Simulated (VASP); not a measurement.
# Y3NbO2 (P4/mmm) in VASP: notebook, part 2 of 2

VASP 6.6.1. Earlier steps stand in the parts before.

### 3 Single point, PBE

This run uses another cell than the first one, of 17.02 Å³/atom.

Contents of INCAR:

```
SYSTEM = Y3NbO2
ALGO     = Normal         ! electronic algorithm
EDIFF    = 1E-6           ! SCF threshold, eV
ENCUT    = 520            ! plane-wave cutoff, eV
GGA      = PE             ! functional
ISIF     = 2              ! what is computed and relaxed
ISMEAR   = 0              ! smearing method
LASPH    = .TRUE.         ! aspherical terms in the spheres
LCHARG   = .FALSE.        ! write CHGCAR
LREAL    = .FALSE.        ! projectors in reciprocal space
LWAVE    = .FALSE.        ! write WAVECAR
NBANDS   = 38             ! bands
NELM     = 100            ! most SCF steps
PREC     = Accurate       ! precision mode
SIGMA    = 0.1            ! smearing width, eV
```

Contents of KPOINTS:

```
k-points
0
G
  4 4 6
  0 0 0
```

Contents of POSCAR:

```
Y3NbO2
1.0
    5.4622861100      0.0000000000      0.0000000000
    0.0000000000      5.4622861100      0.0000000000
    0.0000000000      0.0000000000      3.4234729200
Y Nb O
3 1 2
Direct
    0.0000000000      0.5000000000      0.5000000000
    0.5000000000      0.0000000000      0.5000000000
    0.0000000000      0.0000000000      0.5000000000
    0.5000000000      0.5000000000      0.0000000000
    0.5000000000      0.5000000000      0.5000000000
    0.0000000000      0.0000000000      0.0000000000
```

Potentials or basis: VASP PAW PBE potentials, release 64 (Y_sv, Nb_sv, O).

Run with:

```
cat potpaw_PBE.64/Y_sv/POTCAR potpaw_PBE.64/Nb_sv/POTCAR potpaw_PBE.64/O/POTCAR > POTCAR
mpirun -np 1 vasp_std > vasp.out
```

Run time: 3.9 min. Hardware: 1 thread of Intel Xeon 8259CL, shared host; peak memory 0.28 GiB.

Results (log left out):

| Item | Value |
| --- | --- |
| Free energy | -34.1427 eV |
| Pressure | 62.9 GPa |
| Band gap on the k mesh | zero (bands 29 and 30 overlap by 1.77 eV) |

Stress tensor (GPa, compression positive):
```
 22.50   0.00   0.00
  0.00  22.50   0.00
  0.00   0.00 143.57
```

Levels at points of the mesh, in eV from the Fermi level:
```
           k point  band 26  band 27  band 28  band 29  band 30  band 31  band 32  band 33
(0.00, 0.00, 0.00)    -2.11    -0.95    -0.94    -0.60    -0.60     0.74     0.81     1.41
(0.50, 0.00, 0.00)    -1.22    -1.17    -0.49    -0.45    -0.43     0.18     0.81     1.16
(0.50, 0.50, 0.00)    -0.94    -0.94     0.17     0.21     0.21     0.76     0.76     0.80
(0.00, 0.00, 0.50)    -1.39    -1.17    -0.53    -0.11    -0.11     0.03     0.27     1.61
(0.50, 0.00, 0.50)    -0.77    -0.39    -0.23    -0.13    -0.13    -0.09     1.13     1.56
(0.50, 0.50, 0.50)    -1.70    -1.24     1.17     1.17     1.27     1.31     2.48     2.52
```

Caveat: the cell stands under pressure.

### 4 Relaxation of cell and atoms, PBE

This run uses another cell than the first one, of 17.02 Å³/atom.

Contents of INCAR:

```
PREC     = Accurate       # precision mode
ENCUT    = 600            # plane-wave cutoff, eV
EDIFF    = 1E-7           # SCF threshold, eV
ISMEAR   = 0              # smearing method
SIGMA    = 0.1            # smearing width, eV
LREAL    = F              # projectors in reciprocal space
LASPH    = T              # aspherical terms in the spheres
NELM     = 60             # most SCF steps
ALGO     = Normal         # electronic algorithm
ISIF     = 3              # what is computed and relaxed
LWAVE    = F              # write WAVECAR
LCHARG   = F              # write CHGCAR
GGA      = PE             # functional
IBRION   = 2              # ionic algorithm
NSW      = 90             # ionic steps
EDIFFG   = -0.04          # ionic threshold
```

Contents of KPOINTS:

```
regular mesh
0
Gamma
  4 4 6
```

POSCAR is that of step 3.

Run with:

```
cat potpaw_PBE.64/Y_sv/POTCAR potpaw_PBE.64/Nb_sv/POTCAR potpaw_PBE.64/O/POTCAR > POTCAR
mpirun -np 1 vasp_std > vasp.out
```

It took 42 min on 1 thread of Intel Xeon 8259CL, shared host; peak memory 0.34 GiB.

The run converged. Its results:

```yaml
Free_energy: -42.1228 eV
Relaxed_volume: 24.89 Å³/atom
Relaxed_cell: a = 6.093 Å, b = 6.093 Å, c = 4.023 Å, α = 90.00°, β = 90.00°, γ = 90.00°
Space_group_after_relaxing_to_0.1_Å: P4/mmm (No. 123)
Pressure_after_relaxing: 0.0 GPa
Band_gap_on_the_k_mesh: zero (bands 29 and 30 overlap by 0.83 eV)
```

Stress tensor (GPa, compression positive):
```
-0.07  0.00  0.00
 0.00 -0.07  0.00
 0.00  0.00  0.02
```

Final structure:
```cif
data_structure
_symmetry_space_group_name_H-M 'P 1'
_symmetry_Int_Tables_number 1
_cell_length_a 6.0927
_cell_length_b 6.0927
_cell_length_c 4.0228
_cell_angle_alpha 90.000
_cell_angle_beta 90.000
_cell_angle_gamma 90.000
_cell_volume 149.33
loop_
_atom_site_label
_atom_site_type_symbol
_atom_site_fract_x
_atom_site_fract_y
_atom_site_fract_z
_atom_site_occupancy
Y1 Y 0.00000 0.50000 0.50000 1
Y2 Y 0.50000 0.00000 0.50000 1
Y3 Y 0.00000 0.00000 0.50000 1
Nb1 Nb 0.50000 0.50000 0.00000 1
O1 O 0.50000 0.50000 0.50000 1
O2 O 0.00000 0.00000 0.00000 1
```

Levels at points of the mesh, in eV from the Fermi level:
```tsv
k point	band 26	band 27	band 28	band 29	band 30	band 31	band 32	band 33
(0.00, 0.00, 0.00)	-1.60	-0.94	-0.84	-0.47	-0.38	-0.38	0.93	1.39
(0.50, 0.00, 0.00)	-0.96	-0.46	-0.38	-0.36	-0.31	-0.22	0.10	1.16
(0.50, 0.50, 0.00)	-0.96	-0.52	-0.52	0.02	0.11	0.11	0.65	0.65
(0.00, 0.00, 0.50)	-1.37	-0.88	-0.34	-0.24	0.22	0.22	0.31	1.12
(0.50, 0.00, 0.50)	-1.10	-0.30	0.02	0.16	0.17	0.18	0.50	0.93
(0.50, 0.50, 0.50)	-0.75	-0.67	0.44	0.44	0.90	1.13	1.50	1.52
```

Caveat: the volume moved by over 15 % at a fixed basis, so the end points are rough.

### 5 Single point, PBE

This run uses another cell than the first one, of 24.78 Å³/atom.

Contents of INCAR:

```
SYSTEM = Y3NbO2
ALGO = Normal
EDIFF = 1E-7
ENCUT = 520
GGA = PE
ISIF = 2
ISMEAR = 0
LASPH = .True.
LCHARG = .False.
LREAL = .False.
LWAVE = .False.
NBANDS = 38
NELM = 100
PREC = Accurate
SIGMA = 0.1
```

Contents of KPOINTS:

```
k-points
0
Gamma
  6 6 10
  0 0 0
```

POSCAR, as its differences from that of step 4:

```diff
@@ -2,5 +2,5 @@
 1.0
-    5.4622861100      0.0000000000      0.0000000000
-    0.0000000000      5.4622861100      0.0000000000
-    0.0000000000      0.0000000000      3.4234729200
+    6.0727661077      0.0000000000      0.0000000000
+    0.0000000000      6.0727661077      0.0000000000
+    0.0000000000      0.0000000000      4.0319469971
 Y Nb O
```

Run with:

```
cat potpaw_PBE.64/Y_sv/POTCAR potpaw_PBE.64/Nb_sv/POTCAR potpaw_PBE.64/O/POTCAR > POTCAR
mpirun -np 1 vasp_std > vasp.out
```

Run time: 11 min. Hardware: 1 thread of Intel Xeon 8259CL, shared host; peak memory 0.48 GiB.

The run converged. Its results:

```yaml
Free_energy: -42.1955 eV
Pressure: -0.1 GPa
Band_gap_on_the_k_mesh: zero (bands 29 and 30 overlap by 0.85 eV)
```

Levels at points of the mesh, in eV from the Fermi level:
```
           k point  band 26  band 27  band 28  band 29  band 30  band 31  band 32  band 33
(0.00, 0.00, 0.00)    -1.60    -1.00    -0.84    -0.49    -0.40    -0.40     0.96     1.21
(0.50, 0.00, 0.00)    -1.02    -0.46    -0.37    -0.36    -0.32    -0.22     0.09     1.19
(0.50, 0.50, 0.00)    -0.97    -0.50    -0.50     0.02     0.10     0.10     0.67     0.67
(0.00, 0.00, 0.50)    -1.38    -0.91    -0.36    -0.25     0.22     0.22     0.29     1.13
(0.50, 0.00, 0.50)    -1.11    -0.31     0.02     0.14     0.17     0.18     0.52     0.92
(0.50, 0.50, 0.50)    -0.76    -0.67     0.45     0.45     0.91     1.12     1.53     1.53
```

### 6 Single point, PBE, collinear spin

This run uses another cell than the first one, of 17.02 Å³/atom.

Contents of INCAR:

```
  ALGO = Normal
  EDIFF = 1E-6
  ENCUT = 520
  GGA = PE
  ISIF = 2
  ISMEAR = 0
  ISPIN = 2
  LASPH = T
  LCHARG = F
  LMAXMIX = 4
  LORBIT = 11
  LREAL = F
  LWAVE = F
  MAGMOM = 0.08 0.08 0.03 0.01 0 0.01
  NBANDS = 42
  NELM = 150
  PREC = Accurate
  SIGMA = 0.1
```

Contents of KPOINTS:

```
k-points
0
Gamma
  4 4 6
```

POSCAR, as its differences from that of step 5:

```diff
@@ -2,5 +2,5 @@
 1.0
-    6.0727661077      0.0000000000      0.0000000000
-    0.0000000000      6.0727661077      0.0000000000
-    0.0000000000      0.0000000000      4.0319469971
+    5.4622861100      0.0000000000      0.0000000000
+    0.0000000000      5.4622861100      0.0000000000
+    0.0000000000      0.0000000000      3.4234729200
 Y Nb O
```

Potentials or basis: VASP PAW PBE potentials, release 64 (Y_sv, Nb_sv, O).

Run with:

```
cat potpaw_PBE.64/Y_sv/POTCAR potpaw_PBE.64/Nb_sv/POTCAR potpaw_PBE.64/O/POTCAR > POTCAR
mpirun -np 1 vasp_std > vasp.out
```

Run time: 8.2 min. Hardware: 1 thread of Intel Xeon 8259CL, shared host; peak memory 0.37 GiB.

Results (log left out):

```
Free energy                                           : -34.1427 eV
Pressure                                              : 62.9 GPa
Band gap on the k mesh                                : zero (filled and empty bands overlap)
Net moment                                            : 0.01 μB per cell
Valence electrons inside the program's atomic spheres : Y 9.84, 12.89 (each value once); Nb 11.17; O 5.28
```

Stress tensor (GPa, compression positive):
```
 22.50   0.00   0.00
  0.00  22.50   0.00
  0.00   0.00 143.56
```

Levels at points of the mesh, in eV from the Fermi level:
Spin up:
```
           k point  band 27  band 28  band 29  band 30  band 31  band 32
(0.00, 0.00, 0.00)    -0.95    -0.95    -0.60    -0.60     0.74     0.81
(0.50, 0.00, 0.00)    -1.17    -0.49    -0.45    -0.43     0.18     0.81
(0.50, 0.50, 0.00)    -0.94     0.17     0.21     0.21     0.76     0.76
(0.00, 0.00, 0.50)    -1.17    -0.53    -0.11    -0.11     0.03     0.27
(0.50, 0.00, 0.50)    -0.39    -0.23    -0.13    -0.13    -0.09     1.13
(0.50, 0.50, 0.50)    -1.24     1.17     1.17     1.27     1.31     2.48
```
Spin down:
```tsv
k point	band 25	band 26	band 27	band 28	band 29	band 30	band 31	band 32	band 33	band 34
(0.00, 0.00, 0.00)	-2.99	-2.11	-0.95	-0.94	-0.60	-0.60	0.74	0.81	1.41	1.41
(0.50, 0.00, 0.00)	-2.42	-1.22	-1.17	-0.49	-0.45	-0.43	0.18	0.81	1.16	1.22
(0.50, 0.50, 0.00)	-1.35	-0.94	-0.94	0.17	0.21	0.21	0.77	0.77	0.80	2.62
(0.00, 0.00, 0.50)	-1.76	-1.39	-1.17	-0.53	-0.11	-0.11	0.03	0.27	1.61	1.78
(0.50, 0.00, 0.50)	-1.89	-0.76	-0.39	-0.23	-0.13	-0.13	-0.09	1.13	1.56	2.56
(0.50, 0.50, 0.50)	-2.57	-1.70	-1.24	1.17	1.17	1.27	1.31	2.48	2.52	2.52
```

Caveat: the cell stands under pressure.

### 7 The runs side by side

| task | spin | cell | k mesh | cutoff (eV) | gap on the mesh (eV) | pressure (GPa) |
| --- | --- | --- | --- | --- | --- | --- |
| single point | off | a = 6.102, b = 6.102, c = 4.029 Å, 6 atoms | 4 × 4 × 6 | 520 | none | -0.1 |
| single point | off | a = 5.462, b = 5.462, c = 3.423 Å, 6 atoms | 4 × 4 × 6 | 520 | none | 62.9 |
| relaxation of cell and atoms | off | relaxed from a = 5.462, b = 5.462, c = 3.423 Å, 6 atoms | 4 × 4 × 6 | 600 | none | 0.0 |
| single point | off | a = 6.073, b = 6.073, c = 4.032 Å, 6 atoms | 6 × 6 × 10 | 520 | none | -0.1 |
| single point | collinear | a = 5.462, b = 5.462, c = 3.423 Å, 6 atoms | 4 × 4 × 6 | 520 | none | 62.9 |

Alike in all rows: level PBE; potentials or basis VASP PAW PBE potentials, release 64 (Y_sv, Nb_sv, O); smearing gaussian 0.1 eV.

Caveats: the cell stands under pressure (at least some runs); the volume moved by over 15 % at a fixed basis, so the end points are rough (at least some runs).

Absolute energies hang on the potentials; compare differences alone.
